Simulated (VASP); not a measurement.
# Ta16H (a cell with a defect) in VASP: single point with PBE

Aim: the single point of Ta16H (a cell with a defect) with PBE.

Program: VASP 6.6.1. These are calculated values, not measurements. Logs are shortened: lines on timing, memory, paths and dates and some standing lists are left out, and cuts for length are marked.

### 1 The cell of the first run

The cell holds a defect, 17 atoms: a = 6.620 Å, b = 6.620 Å, c = 6.620 Å, α = 90.00°, β = 90.00°, γ = 90.00°.

### 2 Single point, PBE

Contents of INCAR:

```
PREC     = Accurate       # precision mode
ENCUT    = 520            # plane-wave cutoff, eV
EDIFF    = 1E-6           # SCF threshold, eV
ISMEAR   = -1             # smearing method
SIGMA    = 0.05           # smearing width, eV
LREAL    = Auto         
LASPH    = True           # aspherical terms in the spheres
NELM     = 100            # most SCF steps
ALGO     = Normal         # electronic algorithm
ISIF     = 2              # what is computed and relaxed
LWAVE    = False          # write WAVECAR
LCHARG   = True           # write CHGCAR
GGA      = PE             # functional
LELF     = True           # ELF
LVHAR    = True         
NBANDS   = 102            # bands
```

Contents of KPOINTS:

```
Automatic mesh
0
Gamma
  2 2 2
```

Contents of POSCAR:

```
Ta16H
1.0
    6.6200000000      0.0000000000      0.0000000000
    0.0000000000      6.6200000000      0.0000000000
    0.0000000000      0.0000000000      6.6200000000
Ta H
16 1
Direct
    0.0076296952     -0.0065308185     -0.0003550471
    0.4922869278     -0.0065304709     -0.0003547117
    0.0020371653      0.5011742078     -0.0003550929
   -0.0007970183      0.0006173880      0.4996422710
    0.2499575864      0.2483055928      0.2488839117
    0.4978784935      0.5011750872     -0.0003550478
    0.5007140914      0.0006181223      0.4996423402
    0.7499591959      0.2554719833      0.2573078878
   -0.0002436662      0.5005385697      0.4996421414
    0.2499580021      0.7483967822      0.2494420459
    0.2499576468      0.2483047591      0.7504066788
    0.5001607781      0.5005382903      0.4996421221
    0.7499582747      0.7477443184      0.2517326132
    0.7499594106      0.2554699173      0.7419760234
    0.2499580396      0.7483982504      0.7498473379
    0.7499581930      0.7477453784      0.7475533438
    0.7499596841      0.1244499425     -0.0003485179
```

Potentials or basis: VASP PAW PBE potentials, release 64 (Ta_pv, H).

Started as:

```console
$ cat potpaw_PBE.64/Ta_pv/POTCAR potpaw_PBE.64/H/POTCAR > POTCAR
$ mpirun -np 1 vasp_std > vasp.out
```

OUTCAR:

```text
PREC = Accurate
   ENCUT = 520
   EDIFF = 1E-6
   ISMEAR = -1
   LREAL = Auto
   LASPH = True
   NELM = 100
   ISIF = 2
   GGA = PE

 ion  position               nearest neighbor table
   1  0.008  0.993  1.000-  17 1.91  15 2.82  10 2.82  11 2.85   5 2.85  13 2.89  16 2.89   8 2.97
                            14 2.97   2 3.21   3 3.26   4 3.31   4 3.31   3 3.36   2 3.41
   2  0.492  0.993  1.000-  17 1.91  15 2.82  10 2.82  11 2.85   5 2.85  13 2.89  16 2.89   8 2.97
                            14 2.97   1 3.21   6 3.26   7 3.31   7 3.31   6 3.36   1 3.41
   3  0.002  0.501  1.000-  10 2.85  15 2.85   5 2.87  11 2.87  13 2.87  16 2.87   8 2.89  14 2.89
                             1 3.26   6 3.28   9 3.31   9 3.31   6 3.34   1 3.36
   4  0.999  0.001  0.500-  14 2.85   8 2.85   5 2.86  11 2.86  13 2.87  16 2.87  10 2.88  15 2.88
                             7 3.30   9 3.31   9 3.31   1 3.31   1 3.31   7 3.32
   5  0.250  0.248  0.249-   1 2.85   2 2.85   4 2.86   7 2.86   3 2.87   6 2.87   9 2.88  12 2.88
                            11 3.30  10 3.31  10 3.31   8 3.31   8 3.31  11 3.32
   6  0.498  0.501  1.000-  10 2.85  15 2.85   5 2.87  11 2.87  13 2.87  16 2.87   8 2.89  14 2.89
                             2 3.26   3 3.28  12 3.31  12 3.31   3 3.34   2 3.36
   7  0.501  0.001  0.500-  14 2.85   8 2.85   5 2.86  11 2.86  13 2.87  16 2.87  10 2.88  15 2.88
                             4 3.30  12 3.31  12 3.31   2 3.31   2 3.31   4 3.32
   8  0.750  0.255  0.257-  17 1.91   9 2.82  12 2.82   4 2.85   7 2.85   3 2.89   6 2.89   1 2.97
                             2 2.97  14 3.21  13 3.26   5 3.31   5 3.31  13 3.36  14 3.41
   9  1.000  0.501  0.500-   8 2.82  14 2.82  13 2.85  16 2.85  10 2.86  15 2.86   5 2.88  11 2.88
                            12 3.31   4 3.31   3 3.31   3 3.31   4 3.31  12 3.31
  10  0.250  0.748  0.249-   1 2.82   2 2.82   6 2.85   3 2.85   9 2.86  12 2.86   4 2.88   7 2.88
                            15 3.31   5 3.31  13 3.31  13 3.31   5 3.31  15 3.31
  11  0.250  0.248  0.750-   1 2.85   2 2.85   4 2.86   7 2.86   3 2.87   6 2.87   9 2.88  12 2.88
                             5 3.30  15 3.31  15 3.31  14 3.31  14 3.31   5 3.32
  12  0.500  0.501  0.500-   8 2.82  14 2.82  13 2.85  16 2.85  10 2.86  15 2.86   5 2.88  11 2.88
                             9 3.31   7 3.31   6 3.31   6 3.31   7 3.31   9 3.31
  13  0.750  0.748  0.252-  12 2.85   9 2.85   4 2.87   7 2.87   6 2.87   3 2.87   2 2.89   1 2.89
                             8 3.26  16 3.28  10 3.31  10 3.31  16 3.34   8 3.36
  14  0.750  0.255  0.742-  17 1.91   9 2.82  12 2.82   4 2.85   7 2.85   3 2.89   6 2.89   1 2.97
                             2 2.97   8 3.21  16 3.26  11 3.31  11 3.31  16 3.36   8 3.41
  15  0.250  0.748  0.750-   1 2.82   2 2.82   6 2.85   3 2.85   9 2.86  12 2.86   4 2.88   7 2.88
                            10 3.31  11 3.31  16 3.31  16 3.31  11 3.31  10 3.31
  16  0.750  0.748  0.748-  12 2.85   9 2.85   7 2.87   4 2.87   6 2.87   3 2.87   1 2.89   2 2.89
                            14 3.26  13 3.28  15 3.31  15 3.31  13 3.34  14 3.36
  17  0.750  0.124  1.000-   1 1.91   2 1.91   8 1.91  14 1.91

  LATTYP: Found a simple cubic cell.
 ALAT       =     6.6200000000

  Lattice vectors:

 A1 = (   6.6200000000,   0.0000000000,   0.0000000000)
 A2 = (   0.0000000000,   6.6200000000,   0.0000000000)
 A3 = (   0.0000000000,   0.0000000000,   6.6200000000)

Analysis of symmetry for initial positions (statically):
=====================================================================
 Subroutine PRICEL returns:
 Original cell was already a primitive cell.

 Routine SETGRP: Setting up the symmetry group for a
 simple cubic supercell.

 Subroutine GETGRP returns: Found  2 space group operations
 (whereof  1 operations were pure point group operations)
 out of a pool of 48 trial point group operations.

The static configuration has the point symmetry C_1 .
 The point group associated with its full space group is C_1h.

Analysis of symmetry for dynamics (positions and initial velocities):
=====================================================================
 Subroutine PRICEL returns:
 Original cell was already a primitive cell.

 Routine SETGRP: Setting up the symmetry group for a
 simple cubic supercell.

 Subroutine GETGRP returns: Found  2 space group operations
 (whereof  1 operations were pure point group operations)
 out of a pool of 48 trial point group operations.

The dynamic configuration has the point symmetry C_1 .
 The point group associated with its full space group is C_1h.

 Subroutine INISYM returns: Found  2 space group operations
 (whereof  1 operations are pure point group operations),
 and found     1 'primitive' translations

----------------------------------------------------------------------------------------

                                     Primitive cell
[... 63 lines left out ...]
     0.000000000  0.000000000  0.075528701     0.000000000  0.000000000  0.500000000

  Length of vectors
     0.075528701  0.075528701  0.075528701

  Shift w.r.t. Gamma in fractional coordinates (k-lattice)
     0.000000000  0.000000000  0.000000000

 Subroutine IBZKPT returns following result:
 ===========================================

 Found      8 irreducible k-points:

 Following reciprocal coordinates:
            Coordinates               Weight
  0.000000  0.000000  0.000000      1.000000
  0.500000  0.000000  0.000000      1.000000
  0.000000  0.500000  0.000000      1.000000
  0.000000  0.000000  0.500000      1.000000
  0.500000  0.500000  0.000000      1.000000
  0.000000  0.500000  0.500000      1.000000
  0.500000  0.000000  0.500000      1.000000
  0.500000  0.500000  0.500000      1.000000
   k-points           NKPTS =      8   k-points in BZ     NKDIM =      8   number of bands    NBANDS=    102
   number of dos      NEDOS =    301   number of ions     NIONS =     17
   total plane-waves  NPLWV = 125000
   dimension x,y,z NGX =    50 NGY =   50 NGZ =   50
   dimension x,y,z NGXF=   100 NGYF=  100 NGZF=  100
   ions per type =              16   1
   NGX,Y,Z   is equivalent  to a cutoff of  12.56, 12.56, 12.56 a.u.
   NGXF,Y,Z  is equivalent  to a cutoff of  25.11, 25.11, 25.11 a.u.
 SYSTEM =  unknown system
   PREC   = accura    normal or accurate (medium, high low for compatibility)
   ISTART =      0    job   : 0-new  1-cont  2-samecut
   ICHARG =      2    charge: 1-file 2-atom 10-const
   ISPIN  =      1    spin polarized calculation?
   LNONCOLLINEAR =      F non collinear calculations
   LSORBIT =      F    spin-orbit coupling
   LASPH  =      T    aspherical Exc in radial PAW
   ENCUT  =  520.0 eV  38.22 Ry    6.18 a.u.  12.31 12.31 12.31*2*pi/ulx,y,z
   NELM   =    100;   NELMIN=  2; NELMDL= -5     # of ELM steps
   EDIFF  = 0.1E-05   stopping-criterion for ELM
   LREAL  =      T    real-space projection
   EDIFFG = 0.1E-04   stopping-criterion for IOM
   NSW    =      0    number of steps for IOM
   IBRION =     -1    ionic relax: 0-MD 1-quasi-New 2-CG
   NFREE  =      0    steps in history (QN), initial steepest desc. (CG)
   ISIF   =      2    stress and relaxation
   ISYM   =      2    0-nonsym 1-usesym 2-fastsym
   POTIM  = 0.5000    time-step for ionic-motion
   TEBEG  =    0.0;   TEEND  =   0.0 temperature during run
   PSTRESS=    0.0 pullay stress
   NELECT =     177.0000    total number of electrons
   NUPDOWN=      -1.0000    fix difference up-down
   EMIN   =  10.00;   EMAX   =-10.00  energy-range for DOS
   EFERMI =   0.00;   METHOD = LEGACY
   ISMEAR =    -1;   SIGMA  =   0.05  broadening in eV -4-tet -1-fermi 0-gaus
   EFERMI_NEDOS =   21; number of points for ismear=-14 and -15
   IALGO  =     38    algorithm
   IMIX   =      4    mixing-type and parameters
     AMIX     =   0.40;   BMIX     =  1.00
     AMIX_MAG =   1.60;   BMIX_MAG =  1.00
  volume/ion in A,a.u.               =      17.07       115.17
  Fermi-wavevector in a.u.,A,eV,Ry     =   1.388485  2.623857 26.230553  1.927891
  Thomas-Fermi vector in A             =   2.512607
   LORBIT       =      0    0 simple, 1 ext, 2 COOP (PROOUT), +10 PAW based schemes
   GGA     = PE    functional components
   LHFCALC =     F    Hartree Fock is set to
   AEXX    =    0.0000 exact exchange contribution
   IVDW    =     0    specifies the selected vdW correction
   LEPSILON=     F    determine dielectric tensor
   LRPA    =     F    only Hartree local field effects (RPA)
 non-spin polarized calculation
  energy-cutoff  :      520.00
  volume of cell :      290.12
 maximum number of plane-waves:      7856
 NGX is ok and might be reduce to    50
   NGX = 25   NGY = 25   NGZ = 25

 number of electron     176.9999965 magnetization

 Free energy of the ion-electron system (eV)
  ---------------------------------------------------
  ext. energy  EPLUGINS =         0.00000000
  ---------------------------------------------------
  free energy    TOTEN  =      -194.59867850 eV

  energy without entropy =     -194.53301514  energy(sigma->0) =     -194.56584682

 E-fermi :   5.4352     XC(G=0): -12.6147

 val. band max:        5.4110082670   @ k =   0.5000   0.5000   0.0000
 cond. band min:       5.4692784930   @ k =   0.0000   0.5000   0.5000
 fundamental gap:      0.0582702260
 Fermi energy:         5.4351949823

 k-point     1 :       0.0000    0.0000    0.0000
  band No.  band energies     occupation
      1     -28.8401      2.00000
      2     -28.7630      2.00000
      3     -28.7565      2.00000
      4     -28.7565      2.00000
      5     -28.7511      2.00000
      6     -28.7481      2.00000
[... 813 lines left out ...]
     99       9.3244      0.00000
    100       9.3375      0.00000
 [bands above 100 left out]

------------------------ aborting loop because EDIFF is reached ----------------------------------------

  FORCE on cell =-STRESS in cart. coord.  units (eV):
  Direction    XX          YY          ZZ          XY          YZ          ZX
  --------------------------------------------------------------------------------------
  -------------------------------------------------------------------------------------
  Total        2.5890431      1.6178661      2.5924678      0.0000000     -0.0034847      0.0000000
  in kB       14.2980200      8.9346839     14.3169326      0.0000000     -0.0192441      0.0000000
  external PRESSURE =      12.5165455 kB  Pullay stress =       0.0000000 kB

 VOLUME and BASIS-vectors are now :
 -----------------------------------------------------------------------------
  energy-cutoff  :      520.00
  volume of cell :      290.12
      direct lattice vectors                 reciprocal lattice vectors
     6.620000000  0.000000000  0.000000000     0.151057402  0.000000000  0.000000000
     0.000000000  6.620000000  0.000000000     0.000000000  0.151057402  0.000000000
     0.000000000  0.000000000  6.620000000     0.000000000  0.000000000  0.151057402

 POSITION                                       TOTAL-FORCE (eV/Angst)
 -----------------------------------------------------------------------------------
      0.05051      6.57677      6.61765         0.012378     -0.002780      0.000372
      3.25894      6.57677      6.61765        -0.012378     -0.002780      0.000372
      0.01349      3.31777      6.61765         0.003621     -0.000615      0.000390
      6.61472      0.00409      3.30763        -0.005715     -0.000488     -0.000256
      1.65472      1.64378      1.64761         0.000000      0.000284     -0.005964
      3.29596      3.31778      6.61765        -0.003621     -0.000615      0.000390
[... 9 lines left out ...]
      4.96472      4.95007      4.94880         0.000000      0.002108     -0.001984
      4.96473      0.82386      6.61769         0.000000      0.000131     -0.000361
 -----------------------------------------------------------------------------------
    total drift:                                0.037018      0.006167     -0.001490

  FREE ENERGIE OF THE ION-ELECTRON SYSTEM (eV)
  ---------------------------------------------------
  free  energy   TOTEN  =      -194.5986784963 eV

  energy  without entropy=     -194.5330151437  energy(sigma->0) =     -194.56584682
```

It took 13 min on 1 thread of Intel Xeon 8259CL, shared host; peak memory 0.44 GiB.

What came out:

| Quantity | Value |
| --- | --- |
| Free energy | -194.5987 eV |
| Pressure | 1.3 GPa |
| Largest force | 0.014 eV/Å |
| Band gap on the k mesh | zero (an odd number of electrons rules out a gap without spin polarisation) |

Forces on the atoms (eV/Å):
```
Ta   0.012 -0.003  0.000
Ta  -0.012 -0.003  0.000
Ta   0.004 -0.001  0.000
Ta  -0.006  0.000  0.000
Ta   0.000  0.000 -0.006
Ta  -0.004 -0.001  0.000
Ta   0.006  0.000  0.000
Ta   0.000  0.002  0.014
Ta  -0.003  0.003 -0.001
Ta   0.000 -0.004 -0.003
Ta   0.000  0.000  0.005
Ta   0.003  0.003 -0.001
Ta   0.000  0.001  0.003
Ta   0.000  0.002 -0.012
Ta   0.000 -0.003  0.003
Ta   0.000  0.002 -0.002
H    0.000  0.000  0.000
```

Levels at points of the mesh, in eV from the Fermi level:
```
           k point  band 84  band 85  band 86  band 87  band 88  band 89  band 90  band 91  band 92  band 93
(0.00, 0.00, 0.00)     0.73     0.74     1.13     1.18     1.18     1.22     1.22     1.24     1.31     1.31
(0.50, 0.00, 0.00)    -0.43    -0.41    -0.38     0.16     0.29     0.33     0.35     0.63     0.66     0.68
(0.00, 0.50, 0.00)    -0.44    -0.40    -0.40    -0.09     0.31     0.32     0.35     0.62     0.62     0.71
(0.00, 0.00, 0.50)    -0.43    -0.41    -0.38     0.16     0.29     0.33     0.35     0.63     0.66     0.68
(0.50, 0.50, 0.00)    -0.50    -0.50    -0.46    -0.40    -0.39    -0.18    -0.15    -0.02     0.03     1.08
(0.00, 0.50, 0.50)    -0.50    -0.50    -0.46    -0.40    -0.39    -0.18    -0.15    -0.02     0.03     1.08
(0.50, 0.00, 0.50)    -0.49    -0.49    -0.48    -0.47    -0.41    -0.22    -0.21     0.08     0.08     1.00
(0.50, 0.50, 0.50)    -1.03    -1.02    -0.99    -0.99    -0.96    -0.93    -0.93    -0.90    -0.90    -0.90
```

Caveat: the k points lie up to 0.47 Å⁻¹ apart, too coarse for converged energies and pressures of a metal; spin-orbit coupling is left out, which moves the levels of the heavy elements.

The gap in the log of VASP goes by the Fermi energy; the results here count the filled bands.